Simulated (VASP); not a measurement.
Here is a VASP 6.6.1 calculation.

Contents of INCAR:

```
SYSTEM = B
ALGO     = Normal         ! electronic algorithm
EDIFF    = 1E-6           ! SCF threshold, eV
ENCUT    = 520            ! plane-wave cutoff, eV
ISIF     = 2              ! what is computed and relaxed
ISMEAR   = -1             ! smearing method
LASPH    = .True.         ! aspherical terms in the spheres
LCHARG   = .False.        ! write CHGCAR
LREAL    = .False.        ! projectors in reciprocal space
LWAVE    = .False.        ! write WAVECAR
NBANDS   = 10             ! bands
NELM     = 100            ! most SCF steps
PREC     = Accurate       ! precision mode
SIGMA    = 0.1            ! smearing width, eV
```

KPOINTS

```
k-points
0
Gamma
  15 15 15
  0 0 0
```

POSCAR

```
B
1.0
    0.0000000000      2.0785132717      2.0785132717
    2.0785132717      0.0000000000      2.0785132717
    2.0785132717      2.0785132717      0.0000000000
B
2
Direct
    0.1250000000      0.1250000000      0.1250000000
    0.8750000000      0.8750000000      0.8750000000
```

Potentials or basis: VASP PAW LDA potentials, release 64 (B).

Run with:

```sh
$ cat potpaw_LDA.64/B/POTCAR > POTCAR
$ mpirun -np 1 vasp_std > vasp.out
```

(1) What does it give for the band gap on the k mesh?

(2) What does it give for the pressure?

## Answers

(1) zero (band 3 reaches 6.98 eV, above the bottom of band 4 at 0.83 eV).

(2) -17.6 GPa.
